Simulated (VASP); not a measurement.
## H2: single point with PBE

The system is H2, in a box.

```
H
1.0
    12.00000    0.00000    0.00000
     0.00000   12.50000    0.00000
     0.00000    0.00000   13.00000
H
2
Cartesian
  5.4000 5.8750 6.1247
  5.4000 5.8750 6.8753
```

| Quantity | Value |
| --- | --- |
| Program | VASP 6.6.1 |
| Task | single point |
| Functional | PBE |
| Potentials or basis | VASP PAW PBE potentials, release 64 (H) |
| Cutoff | 520 eV |
| k mesh | 1 × 1 × 1 |
| Occupations | gaussian, width 0.01 eV |
| Spin | no spin polarisation |

| Quantity | Value |
| --- | --- |
| Largest force | 0.026 eV/Å |
| Gap between the frontier levels | 10.22 eV |

Forces on the atoms (eV/Å):
```
H    0.000  0.000  0.026
H    0.000  0.000 -0.026
```

Levels at points of the mesh, in eV from the valence-band top:
| k point | band 1 | band 2 | band 3 | band 4 | band 5 | band 6 |
| --- | --- | --- | --- | --- | --- | --- |
| (0.00, 0.00, 0.00) | 0.00 | 10.22 | 10.56 | 11.00 | 11.05 | 11.09 |

Wall time 75 s on 1 thread of Intel(R) Xeon(R) 6975P-C (Granite Rapids), with other jobs on the host, peak memory 1.2 GiB.
